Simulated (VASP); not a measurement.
# HgTe (Imm2) in VASP: single point with PBE

Aim: the single point of HgTe with PBE.

Program: VASP 6.6.1. These are calculated values, not measurements. Logs are shortened: lines on timing, memory, paths and dates and some standing lists are left out, and cuts for length are marked.

### 1 The cell of the first run

The structure is orthorhombic, space group Imm2 (No. 44). Conventional cell: a = 4.702 Å, b = 4.702 Å, c = 6.650 Å, α = 90.00°, β = 90.00°, γ = 90.00°. Hg (site symmetry mm2) has 4 Te at 2.81 to 2.95 Å within 3.7 Å. Te (site symmetry mm2) has 4 Hg at 2.81 to 2.95 Å within 3.7 Å.

### 2 Single point, PBE (atoms displaced along a vibrational mode)

INCAR reads:

```
SYSTEM = HgTe
PREC = Accurate ; ENCUT = 520
EDIFF = 1E-6 ; ISMEAR = 0
SIGMA = 0.15 ; LREAL = .False.
LASPH = .True. ; NELM = 60
ALGO = Normal ; ISIF = 2
LWAVE = .False. ; LCHARG = .False.
GGA = PE ; NBANDS = 16
```

KPOINTS reads:

```
Automatic mesh
0
Gamma
  16 16 16
  0 0 0
```

POSCAR reads:

```
HgTe
1.0
    0.0000000000      3.3247980866      3.3247980866
    3.3247980866      0.0000000000      3.3247980866
    3.3247980866      3.3247980866      0.0000000000
Hg Te
1 1
Direct
   -0.0071746886     -0.0071746886      0.0071746886
    0.7612788804      0.7612788804      0.7387211196
```

Potentials or basis: VASP PAW PBE potentials, release 64 (Hg, Te).

The run is started by

```bash
cat potpaw_PBE.64/Hg/POTCAR potpaw_PBE.64/Te/POTCAR > POTCAR
mpirun -np 1 vasp_std > vasp.out
```

OUTCAR:

```text
SYSTEM = HgTe
   PREC = Accurate
   ENCUT = 520
   EDIFF = 1E-6
   ISMEAR = 0
   LREAL = .False.
   LASPH = .True.
   NELM = 60
   ISIF = 2
   GGA = PE

 ion  position               nearest neighbor table
   1  0.993  0.993  0.007-   2 2.81   2 2.81   2 2.95   2 2.95
   2  0.761  0.761  0.739-   1 2.81   1 2.81   1 2.95   1 2.95

  LATTYP: Found a face centered cubic cell.
 ALAT       =     6.6495961732

  Lattice vectors:

 A1 = (   0.0000000000,   3.3247980866,   3.3247980866)
 A2 = (   3.3247980866,   0.0000000000,   3.3247980866)
 A3 = (   3.3247980866,   3.3247980866,   0.0000000000)

Analysis of symmetry for initial positions (statically):
=====================================================================
 Subroutine PRICEL returns:
 Original cell was already a primitive cell.

 Routine SETGRP: Setting up the symmetry group for a
 face centered cubic supercell.

 Subroutine GETGRP returns: Found  4 space group operations
 (whereof  4 operations were pure point group operations)
 out of a pool of 48 trial point group operations.

The static configuration has the point symmetry C_2v.

Analysis of symmetry for dynamics (positions and initial velocities):
=====================================================================
 Subroutine PRICEL returns:
 Original cell was already a primitive cell.

 Routine SETGRP: Setting up the symmetry group for a
 face centered cubic supercell.

 Subroutine GETGRP returns: Found  4 space group operations
 (whereof  4 operations were pure point group operations)
 out of a pool of 48 trial point group operations.

The dynamic configuration has the point symmetry C_2v.

 Subroutine INISYM returns: Found  4 space group operations
 (whereof  4 operations are pure point group operations),
 and found     1 'primitive' translations

----------------------------------------------------------------------------------------

                                     Primitive cell

  volume of cell :      73.5065

  direct lattice vectors                    reciprocal lattice vectors
     0.000000000  3.324798087  3.324798087    -0.150385072  0.150385072  0.150385072
     3.324798087  0.000000000  3.324798087     0.150385072 -0.150385072  0.150385072
     3.324798087  3.324798087  0.000000000     0.150385072  0.150385072 -0.150385072

  length of vectors
     4.701974546  4.701974546  4.701974546     0.260474586  0.260474586  0.260474586

  position of ions in fractional coordinates (direct lattice)
     0.992825311  0.992825311  0.007174689
     0.761278880  0.761278880  0.738721120

  ion indices of the primitive-cell ions
   primitive index   ion index
                 1           1
                 2           2

----------------------------------------------------------------------------------------

 KPOINTS: Automatic mesh

Automatic generation of k-mesh.
 Grid dimensions read from file:
 generate k-points for:   16   16   16

 Generating k-lattice:

  Cartesian coordinates                     Fractional coordinates (reciprocal lattice)
    -0.009399067  0.009399067  0.009399067     0.062500000  0.000000000  0.000000000
     0.009399067 -0.009399067  0.009399067     0.000000000  0.062500000  0.000000000
     0.009399067  0.009399067 -0.009399067     0.000000000  0.000000000  0.062500000

  Length of vectors
     0.016279662  0.016279662  0.016279662

  Shift w.r.t. Gamma in fractional coordinates (k-lattice)
     0.000000000  0.000000000  0.000000000

 Subroutine IBZKPT returns following result:
 ===========================================

 Found    621 irreducible k-points:

 Following reciprocal coordinates:
            Coordinates               Weight
  0.000000  0.000000  0.000000      1.000000
  0.062500  0.000000  0.000000      4.000000
  0.000000  0.000000  0.062500      4.000000
  0.125000  0.000000  0.000000      4.000000
  0.000000  0.000000  0.125000      4.000000
  0.187500  0.000000  0.000000      4.000000
[... 16 lines left out ...]
  0.062500  0.062500 -0.062500      4.000000
  0.187500  0.062500  0.000000      4.000000
 [... further k-points ...]
   k-points           NKPTS =    621   k-points in BZ     NKDIM =    621   number of bands    NBANDS=     16
   number of dos      NEDOS =    301   number of ions     NIONS =      2
   total plane-waves  NPLWV =  46656
   dimension x,y,z NGX =    36 NGY =   36 NGZ =   36
   dimension x,y,z NGXF=    72 NGYF=   72 NGZF=   72
   ions per type =               1   1
   NGX,Y,Z   is equivalent  to a cutoff of  12.73, 12.73, 12.73 a.u.
   NGXF,Y,Z  is equivalent  to a cutoff of  25.46, 25.46, 25.46 a.u.
 SYSTEM =  HgTe
   PREC   = accura    normal or accurate (medium, high low for compatibility)
   ISTART =      0    job   : 0-new  1-cont  2-samecut
   ICHARG =      2    charge: 1-file 2-atom 10-const
   ISPIN  =      1    spin polarized calculation?
   LNONCOLLINEAR =      F non collinear calculations
   LSORBIT =      F    spin-orbit coupling
   LASPH  =      T    aspherical Exc in radial PAW
   ENCUT  =  520.0 eV  38.22 Ry    6.18 a.u.   8.74  8.74  8.74*2*pi/ulx,y,z
   NELM   =     60;   NELMIN=  2; NELMDL= -5     # of ELM steps
   EDIFF  = 0.1E-05   stopping-criterion for ELM
   LREAL  =      F    real-space projection
   EDIFFG = 0.1E-04   stopping-criterion for IOM
   NSW    =      0    number of steps for IOM
   IBRION =     -1    ionic relax: 0-MD 1-quasi-New 2-CG
   NFREE  =      0    steps in history (QN), initial steepest desc. (CG)
   ISIF   =      2    stress and relaxation
   ISYM   =      2    0-nonsym 1-usesym 2-fastsym
   POTIM  = 0.5000    time-step for ionic-motion
   TEBEG  =    0.0;   TEEND  =   0.0 temperature during run
   PSTRESS=    0.0 pullay stress
   NELECT =      18.0000    total number of electrons
   NUPDOWN=      -1.0000    fix difference up-down
   EMIN   =  10.00;   EMAX   =-10.00  energy-range for DOS
   EFERMI =   0.00;   METHOD = LEGACY
   ISMEAR =     0;   SIGMA  =   0.15  broadening in eV -4-tet -1-fermi 0-gaus
   EFERMI_NEDOS =   21; number of points for ismear=-14 and -15
   IALGO  =     38    algorithm
   IMIX   =      4    mixing-type and parameters
     AMIX     =   0.40;   BMIX     =  1.00
     AMIX_MAG =   1.60;   BMIX_MAG =  1.00
  volume/ion in A,a.u.               =      36.75       248.02
  Fermi-wavevector in a.u.,A,eV,Ry     =   1.024213  1.935482 14.272685  1.049013
  Thomas-Fermi vector in A             =   2.157988
   LORBIT       =      0    0 simple, 1 ext, 2 COOP (PROOUT), +10 PAW based schemes
   GGA     = PE    functional components
   LHFCALC =     F    Hartree Fock is set to
   AEXX    =    0.0000 exact exchange contribution
   IVDW    =     0    specifies the selected vdW correction
   LEPSILON=     F    determine dielectric tensor
   LRPA    =     F    only Hartree local field effects (RPA)
 non-spin polarized calculation
 Gauss-broadening in eV      SIGMA  =   0.15
  energy-cutoff  :      520.00
  volume of cell :       73.51
 maximum number of plane-waves:      2006
   NGX = 17   NGY = 17   NGZ = 17

 number of electron      18.0000003 magnetization

 Free energy of the ion-electron system (eV)
  ---------------------------------------------------
  ext. energy  EPLUGINS =         0.00000000
  ---------------------------------------------------
  free energy    TOTEN  =        -3.63156686 eV

  energy without entropy =       -3.63124592  energy(sigma->0) =       -3.63140639

 E-fermi :   2.3798     XC(G=0):  -8.3603

 val. band max:        2.2821135001   @ k =   0.0000   0.0000   0.0000
 cond. band min:       2.4943725647   @ k =   0.0000   0.0000   0.0625
 fundamental gap:      0.2122590646
 Fermi energy:         2.3797983269

 k-point     1 :       0.0000    0.0000    0.0000
  band No.  band energies     occupation
      1      -9.1942      2.00000
      2      -4.7606      2.00000
      3      -4.6763      2.00000
      4      -4.5832      2.00000
      5      -4.2428      2.00000
      6      -4.2284      2.00000
[... 8 lines left out ...]
     15      11.5792      0.00000
     16      11.6745      0.00000

 k-point     2 :       0.0625    0.0000    0.0000
  band No.  band energies     occupation
      1      -9.1785      2.00000
      2      -4.7560      2.00000
      3      -4.6722      2.00000
      4      -4.5771      2.00000
      5      -4.2432      2.00000
      6      -4.2279      2.00000
[... 8 lines left out ...]
     15      11.2946      0.00000
     16      11.3692      0.00000

 k-point     3 :       0.0000    0.0000    0.0625
  band No.  band energies     occupation
      1      -9.1768      2.00000
      2      -4.7552      2.00000
      3      -4.6689      2.00000
      4      -4.5788      2.00000
      5      -4.2434      2.00000
      6      -4.2295      2.00000
[... 8 lines left out ...]
     15      11.2968      0.00000
     16      11.3165      0.00000

 k-point     4 :       0.1250    0.0000    0.0000
  band No.  band energies     occupation
      1      -9.1333      2.00000
      2      -4.7431      2.00000
      3      -4.6604      2.00000
      4      -4.5570      2.00000
      5      -4.2440      2.00000
      6      -4.2263      2.00000
[... 8 lines left out ...]
     15      10.9543      0.00000
     16      10.9978      0.00000
[... 324 lines left out ...]
 k-point    22 :       0.0625    0.0000    0.1250
  band No.  band energies     occupation
      1      -9.1319      2.00000
      2      -4.7416      2.00000
      3      -4.6475      2.00000
      4      -4.5686      2.00000
      5      -4.2477      2.00000
      6      -4.2285      2.00000
[... 8 lines left out ...]
     15      10.5218      0.00000
     16      11.3988      0.00000

 k-point    23 :       0.0625    0.0625   -0.0625
  band No.  band energies     occupation
      1      -9.1344      2.00000
      2      -4.7385      2.00000
      3      -4.6592      2.00000
      4      -4.5618      2.00000
      5      -4.2394      2.00000
      6      -4.2353      2.00000
[... 8 lines left out ...]
     15      10.5199      0.00000
     16      11.4290      0.00000

 k-point    24 :       0.1875    0.0625    0.0000
  band No.  band energies     occupation
      1      -9.0744      2.00000
      2      -4.7205      2.00000
      3      -4.6466      2.00000
      4      -4.5268      2.00000
      5      -4.2380      2.00000
      6      -4.2338      2.00000
[... 8 lines left out ...]
     15      10.3522      0.00000
     16      11.2024      0.00000

 [... further k-points ...]
[... 5 lines left out ...]
  --------------------------------------------------------------------------------------
  -------------------------------------------------------------------------------------
  Total        0.1409664      0.1409664      0.0687418      0.4409194      0.0000000      0.0000000
  in kB        3.0725599      3.0725599      1.4983237      9.6104560      0.0000000      0.0000000
  external PRESSURE =       2.5478145 kB  Pullay stress =       0.0000000 kB

 VOLUME and BASIS-vectors are now :
 -----------------------------------------------------------------------------
  energy-cutoff  :      520.00
  volume of cell :       73.51
      direct lattice vectors                 reciprocal lattice vectors
     0.000000000  3.324798087  3.324798087    -0.150385072  0.150385072  0.150385072
     3.324798087  0.000000000  3.324798087     0.150385072 -0.150385072  0.150385072
     3.324798087  3.324798087  0.000000000     0.150385072  0.150385072 -0.150385072

 POSITION                                       TOTAL-FORCE (eV/Angst)
 -----------------------------------------------------------------------------------
      3.32480      3.32480      6.60189         0.000000      0.000000      0.332986
      4.98720      4.98720      5.06220        -0.000000     -0.000000     -0.332986
 -----------------------------------------------------------------------------------
    total drift:                                0.000000      0.000000     -0.000148

  FREE ENERGIE OF THE ION-ELECTRON SYSTEM (eV)
  ---------------------------------------------------
  free  energy   TOTEN  =        -3.6315668582 eV

  energy  without entropy=       -3.6312459238  energy(sigma->0) =       -3.63140639
```

Wall time 3.1 min (1 thread of Intel Xeon 6975P-C (Granite Rapids), shared host); peak memory 0.82 GiB.

What came out:

| Quantity | Value |
| --- | --- |
| Free energy | -3.6316 eV |
| Pressure | 0.3 GPa |
| Largest force | 0.333 eV/Å |

Forces on the atoms (eV/Å):
```
Hg   0.000  0.000  0.333
Te   0.000  0.000 -0.333
```

Stress tensor (GPa, compression positive):
```
0.31 0.96 0.00
0.96 0.31 0.00
0.00 0.00 0.15
```

Levels at points of the mesh, in eV from the Fermi level:
```csv
k point,band 5,band 6,band 7,band 8,band 9,band 10,band 11,band 12,band 13,band 14
"(0.00, 0.00, 0.00)",-6.62,-6.61,-1.07,-0.22,-0.11,-0.10,4.18,4.22,4.35,6.36
"(0.50, 0.00, 0.00)",-6.57,-6.33,-4.92,-1.06,-0.81,0.43,4.68,5.16,6.58,7.63
"(0.00, 0.00, 0.50)",-6.60,-6.40,-5.25,-1.13,-0.88,0.72,4.79,5.25,6.74,7.60
"(0.50, 0.50, 0.00)",-6.57,-6.25,-5.10,-2.09,-2.05,1.70,2.63,7.78,8.21,8.56
"(0.00, 0.50, 0.50)",-6.56,-6.26,-5.13,-2.07,-2.04,1.77,2.55,7.78,8.37,8.39
```

Caveat: the cell differs from its parent crystal (atoms displaced along a vibrational mode); spin-orbit coupling is left out, which moves the levels of the heavy elements.
